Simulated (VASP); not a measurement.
# BeS (F-43m) in VASP: a series of runs

Runs on BeS. Level: PBEsol. Tasks: single point.

Everything below comes from runs of VASP 6.6.1. Logs are shortened: lines on timing, memory, paths and dates and some standing lists are left out, and cuts for length are marked.

### 1 The cell of the first run

The structure is cubic, space group F-43m (No. 216). The conventional cell has a = 4.842 Å, b = 4.842 Å, c = 4.842 Å, α = 90.00°, β = 90.00°, γ = 90.00°. Be (site symmetry -43m) has 4 S at 2.10 Å within 2.8 Å. S (site symmetry -43m) has 4 Be at 2.10 Å within 2.8 Å.

### 2 Single point, PBEsol

INCAR

```
  PREC = Accurate
  ENCUT = 600
  EDIFF = 1E-6
  ISMEAR = 0
  SIGMA = 0.05
  LREAL = F
  LASPH = T
  NELM = 120
  ALGO = Normal
  ISIF = 2
  LWAVE = F
  LCHARG = F
  GGA = PS
  NBANDS = 11
  GGA_COMPAT = F
```

KPOINTS

```
regular mesh
0
Gamma
  8 8 8
```

POSCAR

```
BeS
1.0
    0.0000000000      2.4211721679      2.4211721679
    2.4211721679      0.0000000000      2.4211721679
    2.4211721679      2.4211721679      0.0000000000
Be S
1 1
Direct
    0.0000000000      0.0000000000      0.0000000000
    0.7500000000      0.7500000000      0.7500000000
```

Potentials or basis: VASP PAW PBE potentials, release 64 (Be, S).

Run with:

```sh
cat potpaw_PBE.64/Be/POTCAR potpaw_PBE.64/S/POTCAR > POTCAR
mpirun -np 1 vasp_std > vasp.out
```

OUTCAR:

```text
PREC = Accurate
   ENCUT = 600
   EDIFF = 1E-6
   ISMEAR = 0
   LREAL = F
   LASPH = T
   NELM = 120
   ISIF = 2
   GGA = PS

 ion  position               nearest neighbor table
   1  0.000  0.000  0.000-   2 2.10   2 2.10   2 2.10   2 2.10
   2  0.750  0.750  0.750-   1 2.10   1 2.10   1 2.10   1 2.10

  LATTYP: Found a face centered cubic cell.
 ALAT       =     4.8423443358

  Lattice vectors:

 A1 = (   0.0000000000,   2.4211721679,   2.4211721679)
 A2 = (   2.4211721679,   0.0000000000,   2.4211721679)
 A3 = (   2.4211721679,   2.4211721679,   0.0000000000)

Analysis of symmetry for initial positions (statically):
=====================================================================
 Subroutine PRICEL returns:
 Original cell was already a primitive cell.

 Routine SETGRP: Setting up the symmetry group for a
 face centered cubic supercell.

 Subroutine GETGRP returns: Found 24 space group operations
 (whereof 24 operations were pure point group operations)
 out of a pool of 48 trial point group operations.

The static configuration has the point symmetry T_d .

Analysis of symmetry for dynamics (positions and initial velocities):
=====================================================================
 Subroutine PRICEL returns:
 Original cell was already a primitive cell.

 Routine SETGRP: Setting up the symmetry group for a
 face centered cubic supercell.

 Subroutine GETGRP returns: Found 24 space group operations
 (whereof 24 operations were pure point group operations)
 out of a pool of 48 trial point group operations.

The dynamic configuration has the point symmetry T_d .

 Subroutine INISYM returns: Found 24 space group operations
 (whereof 24 operations are pure point group operations),
 and found     1 'primitive' translations

----------------------------------------------------------------------------------------

                                     Primitive cell

  volume of cell :      28.3862

  direct lattice vectors                    reciprocal lattice vectors
     0.000000000  2.421172168  2.421172168    -0.206511543  0.206511543  0.206511543
     2.421172168  0.000000000  2.421172168     0.206511543 -0.206511543  0.206511543
     2.421172168  2.421172168  0.000000000     0.206511543  0.206511543 -0.206511543

  length of vectors
     3.424054517  3.424054517  3.424054517     0.357688485  0.357688485  0.357688485

  position of ions in fractional coordinates (direct lattice)
     0.000000000  0.000000000  0.000000000
     0.750000000  0.750000000  0.750000000

  ion indices of the primitive-cell ions
   primitive index   ion index
                 1           1
                 2           2

----------------------------------------------------------------------------------------

 KPOINTS: regular mesh

Automatic generation of k-mesh.
 Grid dimensions read from file:
 generate k-points for:    8    8    8

 Generating k-lattice:

  Cartesian coordinates                     Fractional coordinates (reciprocal lattice)
    -0.025813943  0.025813943  0.025813943     0.125000000  0.000000000  0.000000000
     0.025813943 -0.025813943  0.025813943     0.000000000  0.125000000  0.000000000
     0.025813943  0.025813943 -0.025813943     0.000000000  0.000000000  0.125000000

  Length of vectors
     0.044711061  0.044711061  0.044711061

  Shift w.r.t. Gamma in fractional coordinates (k-lattice)
     0.000000000  0.000000000  0.000000000

 Subroutine IBZKPT returns following result:
 ===========================================

 Found     29 irreducible k-points:

 Following reciprocal coordinates:
            Coordinates               Weight
  0.000000  0.000000  0.000000      1.000000
  0.125000  0.000000  0.000000      8.000000
  0.250000  0.000000  0.000000      8.000000
  0.375000  0.000000  0.000000      8.000000
  0.500000  0.000000  0.000000      4.000000
  0.125000  0.125000  0.000000      6.000000
[... 16 lines left out ...]
  0.500000  0.250000  0.125000     48.000000
 -0.375000  0.250000  0.125000     24.000000
 [... further k-points ...]
   k-points           NKPTS =     29   k-points in BZ     NKDIM =     29   number of bands    NBANDS=     11
   number of dos      NEDOS =    301   number of ions     NIONS =      2
   total plane-waves  NPLWV =  21952
   dimension x,y,z NGX =    28 NGY =   28 NGZ =   28
   dimension x,y,z NGXF=    56 NGYF=   56 NGZF=   56
   ions per type =               1   1
   NGX,Y,Z   is equivalent  to a cutoff of  13.59, 13.59, 13.59 a.u.
   NGXF,Y,Z  is equivalent  to a cutoff of  27.19, 27.19, 27.19 a.u.
 SYSTEM =  unknown system
   PREC   = accura    normal or accurate (medium, high low for compatibility)
   ISTART =      0    job   : 0-new  1-cont  2-samecut
   ICHARG =      2    charge: 1-file 2-atom 10-const
   ISPIN  =      1    spin polarized calculation?
   LNONCOLLINEAR =      F non collinear calculations
   LSORBIT =      F    spin-orbit coupling
   LASPH  =      T    aspherical Exc in radial PAW
   ENCUT  =  600.0 eV  44.10 Ry    6.64 a.u.   6.84  6.84  6.84*2*pi/ulx,y,z
   NELM   =    120;   NELMIN=  2; NELMDL= -5     # of ELM steps
   EDIFF  = 0.1E-05   stopping-criterion for ELM
   LREAL  =      F    real-space projection
   EDIFFG = 0.1E-04   stopping-criterion for IOM
   NSW    =      0    number of steps for IOM
   IBRION =     -1    ionic relax: 0-MD 1-quasi-New 2-CG
   NFREE  =      0    steps in history (QN), initial steepest desc. (CG)
   ISIF   =      2    stress and relaxation
   ISYM   =      2    0-nonsym 1-usesym 2-fastsym
   POTIM  = 0.5000    time-step for ionic-motion
   TEBEG  =    0.0;   TEEND  =   0.0 temperature during run
   PSTRESS=    0.0 pullay stress
   NELECT =       8.0000    total number of electrons
   NUPDOWN=      -1.0000    fix difference up-down
   EMIN   =  10.00;   EMAX   =-10.00  energy-range for DOS
   EFERMI =   0.00;   METHOD = LEGACY
   ISMEAR =     0;   SIGMA  =   0.05  broadening in eV -4-tet -1-fermi 0-gaus
   EFERMI_NEDOS =   21; number of points for ismear=-14 and -15
   IALGO  =     38    algorithm
   IMIX   =      4    mixing-type and parameters
     AMIX     =   0.40;   BMIX     =  1.00
     AMIX_MAG =   1.60;   BMIX_MAG =  1.00
  volume/ion in A,a.u.               =      14.19        95.78
  Fermi-wavevector in a.u.,A,eV,Ry     =   1.073336  2.028312 15.674603  1.152051
  Thomas-Fermi vector in A             =   2.209133
   LORBIT       =      0    0 simple, 1 ext, 2 COOP (PROOUT), +10 PAW based schemes
   GGA     = PS    functional components
   LHFCALC =     F    Hartree Fock is set to
   AEXX    =    0.0000 exact exchange contribution
   IVDW    =     0    specifies the selected vdW correction
   LEPSILON=     F    determine dielectric tensor
   LRPA    =     F    only Hartree local field effects (RPA)
 non-spin polarized calculation
 Gauss-broadening in eV      SIGMA  =   0.05
  energy-cutoff  :      600.00
  volume of cell :       28.39
 maximum number of plane-waves:       960
   NGX = 13   NGY = 13   NGZ = 13

 number of electron       7.9999999 magnetization

 Free energy of the ion-electron system (eV)
  ---------------------------------------------------
  ext. energy  EPLUGINS =         0.00000000
  ---------------------------------------------------
  free energy    TOTEN  =       -10.56438342 eV

  energy without entropy =      -10.56438342  energy(sigma->0) =      -10.56438342

 E-fermi :   4.4320     XC(G=0):  -9.9205

 val. band max:        4.1933558431   @ k =   0.0000   0.0000   0.0000
 cond. band min:       7.1107464835   @ k =   0.5000   0.5000   0.0000
 fundamental gap:      2.9173906405
 Fermi energy:         4.4319774534

 k-point     1 :       0.0000    0.0000    0.0000
  band No.  band energies     occupation
      1      -9.5563      2.00000
      2       4.1934      2.00000
      3       4.1934      2.00000
      4       4.1934      2.00000
      5       9.8011      0.00000
      6       9.8011      0.00000
      7       9.8011      0.00000
      8       9.9395      0.00000
      9      16.9972      0.00000
     10      16.9972      0.00000
     11      18.9062      0.00000

 k-point     2 :       0.1250    0.0000    0.0000
  band No.  band energies     occupation
      1      -9.3760      2.00000
      2       2.9637      2.00000
      3       3.9898      2.00000
      4       3.9898      2.00000
      5       9.7030      0.00000
      6      10.1623      0.00000
      7      10.1623      0.00000
      8      11.2763      0.00000
      9      16.2669      0.00000
     10      16.2669      0.00000
     11      18.7093      0.00000

 k-point     3 :       0.2500    0.0000    0.0000
  band No.  band energies     occupation
      1      -8.8782      2.00000
      2       0.8248      2.00000
      3       3.5857      2.00000
      4       3.5857      2.00000
      5       9.6578      0.00000
      6      10.7058      0.00000
      7      10.7058      0.00000
      8      13.3784      0.00000
      9      16.0153      0.00000
     10      16.0153      0.00000
     11      18.2501      0.00000

 k-point     4 :       0.3750    0.0000    0.0000
  band No.  band energies     occupation
      1      -8.2422      2.00000
      2      -0.9645      2.00000
      3       3.2614      2.00000
      4       3.2614      2.00000
      5       9.6104      0.00000
      6      10.7569      0.00000
      7      10.7569      0.00000
      8      14.8145      0.00000
      9      17.3964      0.00000
     10      17.3964      0.00000
     11      18.4799      0.00000

 k-point     5 :       0.5000    0.0000    0.0000
  band No.  band energies     occupation
      1      -7.9083      2.00000
      2      -1.7014      2.00000
      3       3.1433      2.00000
      4       3.1433      2.00000
      5       9.5886      0.00000
      6      10.6744      0.00000
      7      10.6744      0.00000
      8      15.1926      0.00000
      9      19.1418      0.00000
     10      19.1418      0.00000
     11      19.2603      0.00000
[... 211 lines left out ...]
 k-point    21 :       0.5000    0.5000    0.0000
  band No.  band energies     occupation
      1      -7.3546      2.00000
      2      -0.9012      2.00000
      3       1.5038      2.00000
      4       1.5038      2.00000
      5       7.1107      0.00000
      6       9.0008      0.00000
      7      16.9805      0.00000
      8      16.9805      0.00000
      9      19.6590      0.00000
     10      20.6275      0.00000
     11      21.0704      0.00000

 k-point    22 :       0.3750    0.2500    0.1250
  band No.  band energies     occupation
      1      -8.4708      2.00000
      2       0.5942      2.00000
      3       2.0027      2.00000
      4       3.0517      2.00000
      5       9.6186      0.00000
      6      11.4201      0.00000
      7      11.6031      0.00000
      8      12.7178      0.00000
      9      15.7392      0.00000
     10      18.5737      0.00000
     11      20.0875      0.00000

 k-point    23 :       0.5000    0.2500    0.1250
  band No.  band energies     occupation
      1      -7.9103      2.00000
      2      -0.5898      2.00000
      3       1.4618      2.00000
      4       2.5682      2.00000
      5      10.0789      0.00000
      6      10.9262      0.00000
      7      12.6112      0.00000
      8      13.4261      0.00000
      9      16.7631      0.00000
     10      18.5509      0.00000
     11      20.6624      0.00000

 k-point    24 :      -0.3750    0.2500    0.1250
  band No.  band energies     occupation
      1      -7.6268      2.00000
      2      -1.1580      2.00000
      3       1.3682      2.00000
      4       2.3162      2.00000
      5      10.1602      0.00000
      6      10.7068      0.00000
      7      13.3006      0.00000
      8      14.6357      0.00000
      9      15.5679      0.00000
     10      19.5234      0.00000
     11      20.0897      0.00000

 [... further k-points ...]

------------------------ aborting loop because EDIFF is reached ----------------------------------------

  FORCE on cell =-STRESS in cart. coord.  units (eV):
  Direction    XX          YY          ZZ          XY          YZ          ZX
  --------------------------------------------------------------------------------------
  -------------------------------------------------------------------------------------
  Total       -0.0126526     -0.0126526     -0.0126526     -0.0000000      0.0000000      0.0000000
  in kB       -0.7141398     -0.7141398     -0.7141398     -0.0000000      0.0000000      0.0000000
  external PRESSURE =      -0.7141398 kB  Pullay stress =       0.0000000 kB

 VOLUME and BASIS-vectors are now :
 -----------------------------------------------------------------------------
  energy-cutoff  :      600.00
  volume of cell :       28.39
      direct lattice vectors                 reciprocal lattice vectors
     0.000000000  2.421172168  2.421172168    -0.206511543  0.206511543  0.206511543
     2.421172168  0.000000000  2.421172168     0.206511543 -0.206511543  0.206511543
     2.421172168  2.421172168  0.000000000     0.206511543  0.206511543 -0.206511543

 POSITION                                       TOTAL-FORCE (eV/Angst)
 -----------------------------------------------------------------------------------
      0.00000      0.00000      0.00000         0.000000      0.000000      0.000000
      3.63176      3.63176      3.63176        -0.000000     -0.000000     -0.000000
 -----------------------------------------------------------------------------------
    total drift:                                0.000000      0.000000     -0.000000

  FREE ENERGIE OF THE ION-ELECTRON SYSTEM (eV)
  ---------------------------------------------------
  free  energy   TOTEN  =       -10.5643834169 eV

  energy  without entropy=      -10.5643834169  energy(sigma->0) =      -10.56438342
```

It took 18 s on 1 thread of Intel Xeon 8259CL, shared host; peak memory 0.15 GiB.

Results:

* Free energy: -10.5644 eV
* Pressure: -0.1 GPa
* Band gap on the k mesh: 2.92 eV, indirect (least direct gap 5.61 eV)

Caveat: the PAW data sets were made with another functional, which shifts forces and pressure a little. A k mesh can miss the band edges.

(Part 1 of 2 ends here.)
